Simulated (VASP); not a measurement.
Input of a VASP 6.6.1 run:

File INCAR:

```
  PREC = Accurate
  ENCUT = 500
  EDIFF = 1E-6
  ISMEAR = 0
  SIGMA = 0.01
  LREAL = False
  LASPH = True
  NELM = 120
  ALGO = Normal
  ISIF = 2
  LWAVE = False
  LCHARG = False
  GGA = PS
  NBANDS = 11
  GGA_COMPAT = False
```

File KPOINTS:

```
Automatic mesh
0
Gamma
  10 10 10
```

The input POSCAR:

```
Si
1.0
    0.0000000000      2.7168028345      2.7168028345
    2.7168028345      0.0000000000      2.7168028345
    2.7168028345      2.7168028345      0.0000000000
Si
2
Direct
    0.0000000000      0.0000000000      0.0000000000
    0.2500000000      0.2500000000      0.2500000000
```

Potentials or basis: VASP PAW PBE potentials, release 64 (Si).

Launch:

```bash
$ cat potpaw_PBE.64/Si/POTCAR > POTCAR
$ mpirun -np 1 vasp_std > vasp.out
```

Problem. Predict the pressure.

Solution. 0.1 GPa.

Problem. What does it give for the band gap on the k mesh?

Solution. 0.47 eV, indirect (least direct gap 2.52 eV).

Caveat: the PAW data sets were made with another functional, which shifts forces and pressure a little. A k mesh can miss the band edges.
